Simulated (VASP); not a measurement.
# Te3Pb4Se (I4/mmm) in VASP: further runs

Te3Pb4Se is run at these levels: PBE; tasks: single point.

Program: VASP 6.6.1. These are calculated values, not measurements. Logs are shortened: lines on timing, memory, paths and dates and some standing lists are left out, and cuts for length are marked.

**1. The cell of the first run**

Symmetry: I4/mmm, No. 139, tetragonal system. Conventional cell: a = 6.496 Å, b = 6.496 Å, c = 12.965 Å, α = 90.00°, β = 90.00°, γ = 90.00°. Te (site symmetry -4m2) has 6 Pb at 3.24 to 3.25 Å within 4.3 Å. Within 4.3 Å of Te (site symmetry 4/mmm) lie 6 Pb at 3.25 to 3.37 Å. Within 4.3 Å of Pb (site symmetry mmm) lie 4 Te at 3.24 to 3.25 Å and 2 Se at 3.25 Å. Within 4.1 Å of Pb (site symmetry 4mm) lie 1 Se at 3.11 Å and 5 Te at 3.25 to 3.37 Å. Se (site symmetry 4/mmm) has 6 Pb at 3.11 to 3.25 Å within 4.1 Å.

**2. Single point, PBE**

Input file INCAR:

```
  ALGO = Normal
  EDIFF = 1E-6
  ENCUT = 520
  GGA = PE
  ISIF = 2
  ISMEAR = 0
  LASPH = True
  LCHARG = False
  LREAL = False
  LWAVE = False
  NBANDS = 50
  NELM = 100
  PREC = Accurate
  SIGMA = 0.1
```

Input file KPOINTS:

```
k-points
0
Gamma
  2 2 2
```

Input file POSCAR:

```
Te3Pb4Se
1.0
    6.4962036000      0.0000000000      0.0000000000
    0.0000000000      6.4962036000      0.0000000000
   -3.2481018000     -3.2481018000      6.4825787000
Te Pb Se
3 4 1
Direct
    0.2500000000      0.7500000000      0.5000000000
    0.7500000000      0.2500000000      0.5000000000
    0.0000000000      0.0000000000      0.0000000000
    0.5000000000      0.0000000000      0.0000000000
    0.7398360000      0.7398360000      0.4796720000
    0.0000000000      0.5000000000      0.0000000000
    0.2601640000      0.2601640000      0.5203280000
    0.5000000000      0.5000000000      0.0000000000
```

Potentials or basis: VASP PAW PBE potentials, release 64 (Te, Pb_d, Se).

The run is started by

```bash
$ cat potpaw_PBE.64/Te/POTCAR potpaw_PBE.64/Pb_d/POTCAR potpaw_PBE.64/Se/POTCAR > POTCAR
$ mpirun -np 1 vasp_std > vasp.out
```

OUTCAR:

```text
EDIFF = 1E-6
   ENCUT = 520
   GGA = PE
   ISIF = 2
   ISMEAR = 0
   LASPH = True
   LREAL = False
   NELM = 100
   PREC = Accurate

 ion  position               nearest neighbor table
   1  0.250  0.750  0.500-   4 3.24   6 3.24   7 3.25   5 3.25   7 3.25   5 3.25
   2  0.750  0.250  0.500-   6 3.24   4 3.24   7 3.25   5 3.25   7 3.25   5 3.25
   3  0.000  0.000  0.000-   4 3.25   6 3.25   6 3.25   4 3.25   7 3.37   5 3.37
   4  0.500  0.000  0.000-   2 3.24   1 3.24   8 3.25   3 3.25   8 3.25   3 3.25
   5  0.740  0.740  0.480-   8 3.11   2 3.25   1 3.25   2 3.25   1 3.25   3 3.37
   6  0.000  0.500  0.000-   1 3.24   2 3.24   8 3.25   3 3.25   3 3.25   8 3.25
   7  0.260  0.260  0.520-   8 3.11   2 3.25   1 3.25   1 3.25   2 3.25   3 3.37
   8  0.500  0.500  0.000-   5 3.11   7 3.11   6 3.25   4 3.25   4 3.25   6 3.25

  LATTYP: Found a body centered tetragonal cell.
 ALAT       =     6.4962036000
 C/A-ratio  =     1.9958052731

  Lattice vectors:

 A1 = (   3.2481018000,  -3.2481018000,  -6.4825787000)
 A2 = (  -3.2481018000,   3.2481018000,  -6.4825787000)
 A3 = (   3.2481018000,   3.2481018000,   6.4825787000)

Analysis of symmetry for initial positions (statically):
=====================================================================
 Subroutine PRICEL returns:
 Original cell was already a primitive cell.

 Routine SETGRP: Setting up the symmetry group for a
 body centered tetragonal supercell.

 Subroutine GETGRP returns: Found 16 space group operations
 (whereof 16 operations were pure point group operations)
 out of a pool of 16 trial point group operations.

The static configuration has the point symmetry D_4h.

Analysis of symmetry for dynamics (positions and initial velocities):
=====================================================================
 Subroutine PRICEL returns:
 Original cell was already a primitive cell.

 Routine SETGRP: Setting up the symmetry group for a
 body centered tetragonal supercell.

 Subroutine GETGRP returns: Found 16 space group operations
 (whereof 16 operations were pure point group operations)
 out of a pool of 16 trial point group operations.

The dynamic configuration has the point symmetry D_4h.

 Subroutine INISYM returns: Found 16 space group operations
 (whereof 16 operations are pure point group operations),
 and found     1 'primitive' translations

[... 90 lines left out ...]
   NFREE  =      0    steps in history (QN), initial steepest desc. (CG)
   ISIF   =      2    stress and relaxation
   ISYM   =      2    0-nonsym 1-usesym 2-fastsym
   POTIM  = 0.5000    time-step for ionic-motion
   TEBEG  =    0.0;   TEEND  =   0.0 temperature during run
   PSTRESS=    0.0 pullay stress
   NELECT =      80.0000    total number of electrons
   NUPDOWN=      -1.0000    fix difference up-down
   EMIN   =  10.00;   EMAX   =-10.00  energy-range for DOS
   EFERMI =   0.00;   METHOD = LEGACY
   ISMEAR =     0;   SIGMA  =   0.10  broadening in eV -4-tet -1-fermi 0-gaus
   EFERMI_NEDOS =   21; number of points for ismear=-14 and -15
   IALGO  =     38    algorithm
   IMIX   =      4    mixing-type and parameters
     AMIX     =   0.40;   BMIX     =  1.00
     AMIX_MAG =   1.60;   BMIX_MAG =  1.00
  volume/ion in A,a.u.               =      34.20       230.77
  Fermi-wavevector in a.u.,A,eV,Ry     =   1.086632  2.053437 16.065338  1.180769
  Thomas-Fermi vector in A             =   2.222773
   LORBIT       =      0    0 simple, 1 ext, 2 COOP (PROOUT), +10 PAW based schemes
   GGA     = PE    functional components
   LHFCALC =     F    Hartree Fock is set to
   AEXX    =    0.0000 exact exchange contribution
   IVDW    =     0    specifies the selected vdW correction
   LEPSILON=     F    determine dielectric tensor
   LRPA    =     F    only Hartree local field effects (RPA)
 non-spin polarized calculation
 Gauss-broadening in eV      SIGMA  =   0.10
  energy-cutoff  :      520.00
  volume of cell :      273.57
 maximum number of plane-waves:      7386
   NGX = 25   NGY = 25   NGZ = 29

 number of electron      80.0000012 magnetization

 Free energy of the ion-electron system (eV)
  ---------------------------------------------------
  ext. energy  EPLUGINS =         0.00000000
  ---------------------------------------------------
  free energy    TOTEN  =       -29.02324146 eV

  energy without entropy =      -29.02266731  energy(sigma->0) =      -29.02295439

 E-fermi :   5.1149     XC(G=0):  -9.1114

 val. band max:        4.9079738305   @ k =   0.5000   0.5000  -0.0000
 cond. band min:       5.3129909563   @ k =   0.5000   0.5000  -0.0000
 fundamental gap:      0.4050171258
 Fermi energy:         5.1149125638

 k-point     1 :       0.0000    0.0000    0.0000
  band No.  band energies     occupation
      1     -11.9717      2.00000
      2     -11.9555      2.00000
      3     -11.9477      2.00000
      4     -11.9331      2.00000
      5     -11.9315      2.00000
      6     -11.9213      2.00000
[... 201 lines left out ...]
     49       9.4760      0.00000
     50       9.4760      0.00000

------------------------ aborting loop because EDIFF is reached ----------------------------------------

  FORCE on cell =-STRESS in cart. coord.  units (eV):
  Direction    XX          YY          ZZ          XY          YZ          ZX
  --------------------------------------------------------------------------------------
  -------------------------------------------------------------------------------------
  Total        5.2140499      5.2140499     -3.2945568      0.0000000     -0.0000000      0.0000000
  in kB       30.5364619     30.5364619    -19.2948112      0.0000000     -0.0000000      0.0000000
  external PRESSURE =      13.9260375 kB  Pullay stress =       0.0000000 kB

 VOLUME and BASIS-vectors are now :
 -----------------------------------------------------------------------------
  energy-cutoff  :      520.00
  volume of cell :      273.57
      direct lattice vectors                 reciprocal lattice vectors
     6.496203600  0.000000000  0.000000000     0.153936062  0.000000000  0.077129800
     0.000000000  6.496203600  0.000000000     0.000000000  0.153936062  0.077129800
    -3.248101800 -3.248101800  6.482578700     0.000000000  0.000000000  0.154259600

 POSITION                                       TOTAL-FORCE (eV/Angst)
 -----------------------------------------------------------------------------------
      0.00000      3.24810      3.24129        -0.000000      0.000000      0.000000
      3.24810      0.00000      3.24129         0.000000     -0.000000     -0.000000
      0.00000      0.00000      0.00000        -0.000000      0.000000      0.000000
      3.24810      0.00000      0.00000        -0.000000      0.000000      0.000000
      3.24810      3.24810      3.10951         0.000000      0.000000     -0.068910
      0.00000      3.24810      0.00000        -0.000000      0.000000      0.000000
      0.00000      0.00000      3.37307        -0.000000     -0.000000      0.068910
      3.24810      3.24810      0.00000        -0.000000      0.000000      0.000000
 -----------------------------------------------------------------------------------
    total drift:                                0.000000      0.000000     -0.000000

  FREE ENERGIE OF THE ION-ELECTRON SYSTEM (eV)
  ---------------------------------------------------
  free  energy   TOTEN  =       -29.0232414584 eV

  energy  without entropy=      -29.0226673148  energy(sigma->0) =      -29.02295439
```

OSZICAR:

```text
N       E                     dE             d eps       ncg     rms          rms(c)
DAV:   1     0.857569433448E+03    0.85757E+03   -0.34896E+04   400   0.158E+03
DAV:   2     0.808574733718E+02   -0.77671E+03   -0.75092E+03   408   0.427E+02
DAV:   3    -0.232039668498E+02   -0.10406E+03   -0.98752E+02   502   0.181E+02
DAV:   4    -0.297219899577E+02   -0.65180E+01   -0.63896E+01   480   0.467E+01
DAV:   5    -0.300657074630E+02   -0.34372E+00   -0.34074E+00   536   0.102E+01    0.567E+00
DAV:   6    -0.290372723705E+02    0.10284E+01   -0.17703E+00   514   0.611E+00    0.350E+00
DAV:   7    -0.290152369431E+02    0.22035E-01   -0.77778E-01   550   0.282E+00    0.163E+00
DAV:   8    -0.290237886544E+02   -0.85517E-02   -0.70890E-02   456   0.180E+00    0.550E-01
DAV:   9    -0.290229774573E+02    0.81120E-03   -0.12591E-02   452   0.645E-01    0.186E-01
DAV:  10    -0.290231174478E+02   -0.13999E-03   -0.17866E-03   496   0.182E-01    0.132E-01
DAV:  11    -0.290232489366E+02   -0.13149E-03   -0.33491E-04   556   0.964E-02    0.309E-02
DAV:  12    -0.290232416377E+02    0.72989E-05   -0.49639E-05   468   0.338E-02    0.154E-02
DAV:  13    -0.290232407075E+02    0.93013E-06   -0.12740E-05   428   0.228E-02    0.913E-03
DAV:  14    -0.290232414584E+02   -0.75084E-06   -0.11645E-06   322   0.681E-03
   1 F= -.29023241E+02 E0= -.29022954E+02  d E =-.574144E-03
```

stdout:

```text
POSCAR found type information on POSCAR TePbSe
 POSCAR found :  3 types and       8 ions
 scaLAPACK will be used
 LDA part: xc-table for (Slater+PW92), standard interpolation
 POSCAR, INCAR and KPOINTS ok, starting setup
 FFT: planning ... GRIDC
 FFT: planning ... GRID_SOFT
 FFT: planning ... GRID
 WAVECAR not read
 entering main loop
```

It took 43 s on 1 thread of Intel Xeon 6975P-C (Granite Rapids), shared host; peak memory 0.38 GiB.

What came out:

| Item | Value |
| --- | --- |
| Free energy | -29.0232 eV |
| Pressure | 1.4 GPa |
| Largest force | 0.069 eV/Å |
| Band gap on the k mesh | 0.41 eV |

Forces in eV/Å, atoms in the order of the input:
```
Te   0.000  0.000  0.000
Te   0.000  0.000  0.000
Te   0.000  0.000  0.000
Pb   0.000  0.000  0.000
Pb   0.000  0.000 -0.069
Pb   0.000  0.000  0.000
Pb   0.000  0.000  0.069
Se   0.000  0.000  0.000
```

Stress tensor (GPa, compression positive):
```
 3.05  0.00  0.00
 0.00  3.05  0.00
 0.00  0.00 -1.93
```

Caveat: the k points lie up to 0.54 Å⁻¹ apart; spin-orbit coupling is left out, which moves the levels of the heavy elements. A k mesh can miss the band edges.

**3. Single point, PBE**

This run uses another cell than the first one, of the same volume but with other edges.

Input file INCAR:

```
ALGO     = Normal         # electronic algorithm
EDIFF    = 1E-6           # SCF threshold, eV
ENCUT    = 520            # plane-wave cutoff, eV
GGA      = PE             # functional
ISIF     = 2              # what is computed and relaxed
ISMEAR   = 0              # smearing method
LASPH    = T              # aspherical terms in the spheres
LCHARG   = T              # write CHGCAR
LELF     = T              # ELF
LREAL    = F              # projectors in reciprocal space
LVHAR    = T            
LWAVE    = F              # write WAVECAR
NBANDS   = 50             # bands
NELM     = 60             # most SCF steps
PREC     = Accurate       # precision mode
SIGMA    = 0.1            # smearing width, eV
```

Input file KPOINTS:

```
k-points
0
Gamma
  4 4 4
```

Input file POSCAR:

```
Te3Pb4Se
1.0
   -3.2481018000      3.2481018000      6.4825787000
    3.2481018000     -3.2481018000      6.4825787000
    3.2481018000      3.2481018000     -6.4825787000
Te Pb Se
3 4 1
Direct
    0.7500000000      0.2500000000      0.5000000000
    0.2500000000      0.7500000000      0.5000000000
    0.0000000000      0.0000000000      0.0000000000
    0.0000000000      0.5000000000      0.5000000000
    0.7398360000      0.7398360000      0.0000000000
    0.5000000000      0.0000000000      0.5000000000
    0.2601640000      0.2601640000      0.0000000000
    0.5000000000      0.5000000000      0.0000000000
```

Potentials or basis: VASP PAW PBE potentials, release 64 (Te, Pb_d, Se).

The run is started by

```bash
$ cat potpaw_PBE.64/Te/POTCAR potpaw_PBE.64/Pb_d/POTCAR potpaw_PBE.64/Se/POTCAR > POTCAR
$ mpirun -np 1 vasp_std > vasp.out
```

OUTCAR:

```text
EDIFF = 1E-6
   ENCUT = 520
   GGA = PE
   ISIF = 2
   ISMEAR = 0
   LASPH = T
   LREAL = F
   NELM = 60
   PREC = Accurate

 ion  position               nearest neighbor table
   1  0.750  0.250  0.500-   4 3.24   6 3.24   5 3.25   7 3.25   7 3.25   5 3.25
   2  0.250  0.750  0.500-   4 3.24   6 3.24   5 3.25   7 3.25   7 3.25   5 3.25
   3  0.000  0.000  0.000-   4 3.25   6 3.25   4 3.25   6 3.25   5 3.37   7 3.37
   4  0.000  0.500  0.500-   1 3.24   2 3.24   3 3.25   8 3.25   3 3.25   8 3.25
   5  0.740  0.740  0.000-   8 3.11   1 3.25   2 3.25   1 3.25   2 3.25   3 3.37
   6  0.500  0.000  0.500-   1 3.24   2 3.24   3 3.25   8 3.25   8 3.25   3 3.25
   7  0.260  0.260  0.000-   8 3.11   2 3.25   1 3.25   2 3.25   1 3.25   3 3.37
[... 889 lines left out ...]
  in kB        0.3522906      0.3522906     -2.4396257      0.0000000     -0.0000000     -0.0000000
  external PRESSURE =      -0.5783482 kB  Pullay stress =       0.0000000 kB

 VOLUME and BASIS-vectors are now :
 -----------------------------------------------------------------------------
  energy-cutoff  :      520.00
  volume of cell :      273.57
      direct lattice vectors                 reciprocal lattice vectors
    -3.248101800  3.248101800  6.482578700     0.000000000  0.153936062  0.077129800
     3.248101800 -3.248101800  6.482578700     0.153936062  0.000000000  0.077129800
     3.248101800  3.248101800 -6.482578700     0.153936062  0.153936062  0.000000000

 POSITION                                       TOTAL-FORCE (eV/Angst)
 -----------------------------------------------------------------------------------
      0.00000      3.24810      3.24129         0.000000      0.000000      0.000000
      3.24810      0.00000      3.24129         0.000000      0.000000      0.000000
      0.00000      0.00000      0.00000         0.000000      0.000000      0.000000
      3.24810      0.00000      0.00000         0.000000      0.000000      0.000000
      0.00000      0.00000      9.59209         0.000000      0.000000      0.001945
      0.00000      3.24810      0.00000         0.000000      0.000000      0.000000
      0.00000      0.00000      3.37307        -0.000000     -0.000000     -0.001945
      0.00000      0.00000      6.48258         0.000000      0.000000      0.000000
 -----------------------------------------------------------------------------------
    total drift:                               -0.000000     -0.000000      0.000000

  FREE ENERGIE OF THE ION-ELECTRON SYSTEM (eV)
  ---------------------------------------------------
  free  energy   TOTEN  =       -30.6072836706 eV

  energy  without entropy=      -30.6072509536  energy(sigma->0) =      -30.60726731
```

OSZICAR:

```text
N       E                     dE             d eps       ncg     rms          rms(c)
DAV:   1     0.854290017022E+03    0.85429E+03   -0.34830E+04  1300   0.159E+03
DAV:   2     0.757946939928E+02   -0.77850E+03   -0.75406E+03  1338   0.425E+02
DAV:   3    -0.253566218800E+02   -0.10115E+03   -0.96763E+02  1668   0.179E+02
DAV:   4    -0.310886377502E+02   -0.57320E+01   -0.56581E+01  1542   0.451E+01
DAV:   5    -0.313881519852E+02   -0.29951E+00   -0.29883E+00  1732   0.989E+00    0.607E+00
DAV:   6    -0.305994991479E+02    0.78865E+00   -0.13338E+00  1802   0.574E+00    0.379E+00
DAV:   7    -0.306018375318E+02   -0.23384E-02   -0.62028E-01  1732   0.258E+00    0.167E+00
DAV:   8    -0.306084751297E+02   -0.66376E-02   -0.62940E-02  1572   0.176E+00    0.415E-01
DAV:   9    -0.306068179126E+02    0.16572E-02   -0.12734E-02  1488   0.697E-01    0.193E-01
DAV:  10    -0.306071712693E+02   -0.35336E-03   -0.22541E-03  1634   0.192E-01    0.112E-01
DAV:  11    -0.306072897841E+02   -0.11851E-03   -0.30143E-04  1652   0.973E-02    0.350E-02
DAV:  12    -0.306072814054E+02    0.83787E-05   -0.55978E-05  1568   0.375E-02    0.168E-02
DAV:  13    -0.306072832737E+02   -0.18683E-05   -0.18976E-05  1444   0.289E-02    0.137E-02
DAV:  14    -0.306072836706E+02   -0.39686E-06   -0.25365E-06  1272   0.114E-02
   1 F= -.30607284E+02 E0= -.30607267E+02  d E =-.327170E-04
```

stdout:

```text
POSCAR found type information on POSCAR TePbSe
 POSCAR found :  3 types and       8 ions
 scaLAPACK will be used
 LDA part: xc-table for (Slater+PW92), standard interpolation
 POSCAR, INCAR and KPOINTS ok, starting setup
 FFT: planning ... GRIDC
 FFT: planning ... GRID_SOFT
 FFT: planning ... GRID
 WAVECAR not read
 entering main loop
```

Run time: 3 min. Hardware: 1 thread of Intel Xeon 6975P-C (Granite Rapids), shared host; peak memory 0.57 GiB.

What came out:

| Property | Result |
| --- | --- |
| Free energy | -30.6073 eV |
| Pressure | -0.1 GPa |
| Band gap on the k mesh | 0.45 eV |

Stress tensor (GPa, compression positive):
```
 0.04  0.00  0.00
 0.00  0.04  0.00
 0.00  0.00 -0.24
```

Levels at points of the mesh, in eV from the valence-band top:
| k point | band 37 | band 38 | band 39 | band 40 | band 41 | band 42 | band 43 | band 44 |
| --- | --- | --- | --- | --- | --- | --- | --- | --- |
| (0.00, 0.00, 0.00) | -1.27 | -1.27 | -0.40 | -0.28 | 1.74 | 1.78 | 3.57 | 4.03 |
| (0.50, 0.00, 0.00) | -1.11 | -0.88 | -0.54 | -0.34 | 1.56 | 1.66 | 2.07 | 2.16 |
| (0.50, 0.50, 0.00) | -0.55 | -0.51 | 0.00 | 0.00 | 0.45 | 0.89 | 1.39 | 1.40 |
| (0.50, 0.50, 0.50) | -1.99 | -1.99 | -1.30 | -1.24 | 2.40 | 2.55 | 3.52 | 3.52 |

Caveat: spin-orbit coupling is left out, which moves the levels of the heavy elements. A k mesh can miss the band edges.
